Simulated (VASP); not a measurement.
Set up this calculation in VASP 6.6.1, as the native input.

* Task: single point
* Functional: r2SCAN
* Potentials or basis: VASP PAW PBE potentials, release 64 (Al, Cu)
* Cutoff: 520 eV
* k mesh: 16 × 16 × 6
* Occupations: fermi-dirac, width 0.1 eV
* Spin: no spin polarisation
* Dipole correction: no
* Further INCAR settings: ALGO = Normal; EDIFF = 1e-07; NBANDS = 18

Crystal: Al3Cu.

```
Al Cu
1.0
     2.77649    0.00000    0.00000
     0.00000    2.77649    0.00000
     0.00000    0.00000    7.57724
Al Cu
3 1
Cartesian
  0.0000 0.0000 3.7886
  1.3882 1.3882 1.6899
  1.3882 1.3882 5.8873
  0.0000 0.0000 0.0000
```

The input as run:

POSCAR

```
Al3Cu
1.0
    2.7764927989      0.0000000000      0.0000000000
    0.0000000000      2.7764927989      0.0000000000
    0.0000000000      0.0000000000      7.5772438148
Al Cu
3 1
Direct
    0.0000000000      0.0000000000      0.5000000000
    0.5000000000      0.5000000000      0.2230285403
    0.5000000000      0.5000000000      0.7769714597
    0.0000000000      0.0000000000      0.0000000000
```

INCAR.step1

```
SYSTEM = Al3Cu
PREC = Accurate
ENCUT = 520
ISMEAR = -1
SIGMA = 0.1
LREAL = .FALSE.
LASPH = .TRUE.
NELM = 60
NBANDS = 18
GGA = PE
ALGO = Normal
EDIFF = 1E-4
LWAVE = .TRUE.
LCHARG = .FALSE.
```

INCAR.step2

```
SYSTEM = Al3Cu
PREC = Accurate
ENCUT = 520
EDIFF = 1E-7
ISMEAR = -1
SIGMA = 0.1
LREAL = .FALSE.
LASPH = .TRUE.
NELM = 60
ALGO = Normal
ISIF = 2
LWAVE = .FALSE.
LCHARG = .TRUE.
METAGGA = R2SCAN
LMIXTAU = .TRUE.
LELF = .TRUE.
LVHAR = .TRUE.
NBANDS = 18
ISTART = 1
```

KPOINTS

```
regular mesh
0
G
  16 16 6
  0 0 0
```

Potentials or basis: VASP PAW PBE potentials, release 64 (Al, Cu).

Command:

```sh
$ cat potpaw_PBE.64/Al/POTCAR potpaw_PBE.64/Cu/POTCAR > POTCAR
$ cp INCAR.step1 INCAR
$ mpirun -np 1 vasp_std > vasp.out
$ cp INCAR.step2 INCAR
$ mpirun -np 1 vasp_std > vasp.out
```

It gave:

```
Pressure               : -0.2 GPa
Largest force          : 0.016 eV/Å
Band gap on the k mesh : zero (bands 10 and 11 overlap by 6.45 eV)
```

Caveat: the PAW data sets were made with another functional, which shifts forces and pressure a little.

Wall time 23 min on 1 thread of Intel Xeon 8259CL, with other jobs on the host, peak memory 0.28 GiB.
